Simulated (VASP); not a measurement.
Co, 2 atoms in the cell. The typed cell holds 2 atoms: a = 2.510 Å, b = 2.510 Å, c = 4.775 Å, α = 105.23°, β = 105.23°, γ = 120.01°. 

```yaml
Program: VASP 6.6.1
Task: single point
Functional: revPBE
Potentials_or_basis: VASP PAW PBE potentials, release 64 (Co)
Cutoff: 520 eV
k_mesh: 18 × 18 × 9
Occupations: fermi-dirac, width 0.05 eV
Spin: collinear spin, ferromagnetic start
Starting_moments: "[1.713, 1.713] μB"
Dipole_correction: no
Further_INCAR_settings: ALGO = Normal; EDIFF = 1e-06; NBANDS = 20
```

Potentials or basis: VASP PAW PBE potentials, release 64 (Co).

The run is started by

```console
$ cat potpaw_PBE.64/Co/POTCAR > POTCAR
$ mpirun -np 1 vasp_std > vasp.out
```

Hardware: 1 thread of Intel(R) Xeon(R) 6975P-C (Granite Rapids) (shared host).

Problem. Estimate the wall time of this run.

Solution. Wall time 8.3 min on 1 thread of Intel(R) Xeon(R) 6975P-C (Granite Rapids), on a shared host, peak memory 0.54 GiB. Counts: scf iterations 12, k points 775.
